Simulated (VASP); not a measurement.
## Hf2Pd2Se2Br2O3: single point with PBE+D3(BJ)

Crystal: Hf2Pd2Se2Br2O3.

```
CELL_PARAMETERS angstrom
3.72613 0.00000 0.00000
-1.86306 3.22692 0.00000
0.00000 0.00000 17.00867
ATOMIC_POSITIONS crystal
Hf 0.66667 0.33333 0.93385
Hf 0.33333 0.66667 0.06615
Pd 0.00000 0.00000 0.30298
Pd 0.00000 0.00000 0.69702
Se 0.33333 0.66667 0.22649
Se 0.66667 0.33333 0.77351
Br 0.66667 0.33333 0.39862
Br 0.33333 0.66667 0.60138
O 0.33333 0.66667 0.92689
O 0.66667 0.33333 0.07311
O 0.00000 0.00000 0.00000
```

```json
{
 "Program": "VASP 6.6.1",
 "Task": "single point",
 "Functional": "PBE",
 "Dispersion": "D3(BJ)",
 "Potentials or basis": "VASP PAW PBE potentials, release 64 (Hf_pv, Pd, Se, Br, O)",
 "Cutoff": "520 eV",
 "k mesh": "6 × 6 × 2",
 "Occupations": "fermi-dirac, width 0.05 eV",
 "Spin": "no spin polarisation"
}
```

- Pressure: -3.5 GPa
- Largest force: 0.143 eV/Å
- Band gap on the k mesh: zero (bands 42 and 43 overlap by 0.54 eV)
- Dispersion energy per atom: -0.314 eV

Forces in eV/Å, atoms in the order of the input:
```
Hf   0.000  0.000  0.075
Hf   0.000  0.000 -0.075
Pd   0.000  0.000 -0.023
Pd   0.000  0.000  0.023
Se   0.000  0.000 -0.143
Se   0.000  0.000  0.143
Br   0.000  0.000 -0.015
Br   0.000  0.000  0.015
O    0.000  0.000  0.036
O    0.000  0.000 -0.036
O    0.000  0.000  0.000
```

Stress tensor (GPa, compression positive):
```
-3.59  0.00  0.00
 0.00 -3.59  0.00
 0.00  0.00 -3.44
```

Levels at points of the mesh, in eV from the Fermi level:
| k point | band 39 | band 40 | band 41 | band 42 | band 43 | band 44 | band 45 | band 46 |
| --- | --- | --- | --- | --- | --- | --- | --- | --- |
| (0.00, 0.00, 0.00) | -1.44 | -1.44 | 0.14 | 0.14 | 0.83 | 0.83 | 1.45 | 1.45 |
| (0.50, 0.00, 0.00) | -2.04 | -2.02 | -0.05 | 0.11 | 0.21 | 0.49 | 0.87 | 1.40 |
| (0.50, 0.50, 0.00) | -2.04 | -2.02 | -0.05 | 0.11 | 0.21 | 0.49 | 0.87 | 1.40 |
| (0.00, 0.00, 0.50) | -1.46 | -1.46 | 0.15 | 0.15 | 0.81 | 0.81 | 1.46 | 1.46 |
| (0.50, 0.00, 0.50) | -2.04 | -2.02 | 0.02 | 0.05 | 0.25 | 0.43 | 0.86 | 1.43 |
| (0.50, 0.50, 0.50) | -2.04 | -2.02 | 0.02 | 0.05 | 0.25 | 0.43 | 0.86 | 1.43 |

Wall time 8 min on 1 thread of AMD EPYC 7R13 Processor (Zen 3), with other jobs on the host, peak memory 0.46 GiB.

Caveat: three body term missing; the cell stands under tension; spin-orbit coupling is left out, which moves the levels of the heavy elements.
